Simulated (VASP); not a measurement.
## CsCl: relaxation of the atoms with LDA

The system is CsCl.

```xyz
2
Lattice="3.9692 -0.0099 -0.0099 -0.0099 3.9692 -0.0099 -0.0099 -0.0099 3.9692" Properties=species:S:1:pos:R:3 pbc="T T T"
Cs    0.0000    0.0000    0.0000
Cl    1.9747    1.9747    1.9747
```

This cell differs from its parent crystal: equal xy, yz and zx engineering shears of -0.5 %.

| Quantity | Value |
| --- | --- |
| Program | VASP 6.6.1 |
| Task | relaxation of the atoms |
| Functional | LDA |
| Potentials or basis | VASP PAW LDA potentials, release 64 (Cs_sv, Cl) |
| Cutoff | 450 eV |
| k mesh | 6 × 6 × 6 |
| Occupations | gaussian, width 0.01 eV |
| Spin | non-collinear spin, zero start, spin-orbit coupling |
| Starting moments | [[0.0, 0.0, 0.0], [0.0, 0.0, 0.0]] μB |
| Dipole correction | no |
| Further INCAR settings | ALGO = Normal; EDIFF = 1e-07; IBRION = 2; EDIFFG = -0.002; NSW = 50 |

| Quantity | Value |
| --- | --- |
| Pressure after relaxing | 0.1 GPa |
| Net moment | 0.00 μB per cell |
| Valence electrons inside the program's atomic spheres | Cs 6.56; Cl 5.12 |

Stress tensor (GPa, compression positive):
```
0.09 0.07 0.07
0.07 0.09 0.07
0.07 0.07 0.09
```

Final structure:
```xyz
2
Lattice="3.9692 -0.0099 -0.0099 -0.0099 3.9692 -0.0099 -0.0099 -0.0099 3.9692" Properties=species:S:1:pos:R:3 pbc="T T T"
Cs    0.0000    0.0000    0.0000
Cl    1.9747    1.9747    1.9747
```

Moments on the atoms (μB; x, y, z):
```
Cs  0.00 0.00 0.00
Cl  0.00 0.00 0.00
```

It took 40 s on 4 MPI ranks on Intel(R) Xeon(R) Platinum 8259CL CPU @ 2.50GHz (Skylake/Cascade Lake), on a shared host, peak memory 0.24 GiB a rank.

Caveat: the cell differs from its parent crystal (equal xy, yz and zx engineering shears of -0.5 %); the relaxation stopped at its first step, so nothing moved.
